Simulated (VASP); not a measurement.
Wanted: the native input for a VASP 6.6.1 run.

```yaml
Task: single point
Functional: PBEsol
Potentials_or_basis: VASP PAW PBE potentials, release 64 (V_sv)
Cutoff: 520 eV
k_mesh: 14 × 14 × 14
Occupations: fermi-dirac, width 0.08 eV
Spin: no spin polarisation
Dipole_correction: no
k_mesh_for_the_DOS: 21 × 21 × 21
Occupations_for_the_DOS: tetrahedron
Further_INCAR_settings: ALGO = Normal; EDIFF = 1e-06; NBANDS = 20
```

Crystal: V.

```
V
1.0
     0.00000    1.91210    1.91210
     1.91210    0.00000    1.91210
     1.91210    1.91210    0.00000
V
2
Direct
  0.87500 0.87500 0.87500
  0.12500 0.12500 0.12500
```

This isn't the form of V at room conditions, which is bcc.

One way to write it, as run:

POSCAR

```
V
1.0
    0.0000000000      1.9120973088      1.9120973088
    1.9120973088      0.0000000000      1.9120973088
    1.9120973088      1.9120973088      0.0000000000
V
2
Direct
   -0.1250000000     -0.1250000000     -0.1250000000
    0.1250000000      0.1250000000      0.1250000000
```

INCAR.step1

```
SYSTEM = V
PREC = Accurate
ENCUT = 520
EDIFF = 1E-6
ISMEAR = -1
SIGMA = 0.08
LREAL = .False.
LASPH = .True.
NELM = 80
ALGO = Normal
ISIF = 2
LWAVE = .False.
LCHARG = .True.
LMAXMIX = 4
GGA = PS
NBANDS = 20
```

KPOINTS.step1

```
regular mesh
0
Gamma
  14 14 14
  0 0 0
```

INCAR.step2

```
SYSTEM = V
PREC = Accurate
ENCUT = 520
EDIFF = 1E-6
ISMEAR = -5
SIGMA = 0.08
LREAL = .False.
LASPH = .True.
NELM = 80
ALGO = Normal
ISIF = 2
LWAVE = .False.
LCHARG = .False.
LMAXMIX = 4
GGA = PS
LORBIT = 11
NBANDS = 20
NEDOS = 2001
ICHARG = 11
```

KPOINTS.step2

```
regular mesh
0
Gamma
  21 21 21
  0 0 0
```

Potentials or basis: VASP PAW PBE potentials, release 64 (V_sv).

Run with:

```console
$ cat potpaw_PBE.64/V_sv/POTCAR > POTCAR
$ cp INCAR.step1 INCAR
$ cp KPOINTS.step1 KPOINTS
$ mpirun -np 1 vasp_std > vasp.out
$ cp INCAR.step2 INCAR
$ cp KPOINTS.step2 KPOINTS
$ mpirun -np 1 vasp_std > vasp.out
```

It took 91 s on 1 thread of Intel Xeon 8259CL, on a shared host, peak memory 0.18 GiB.
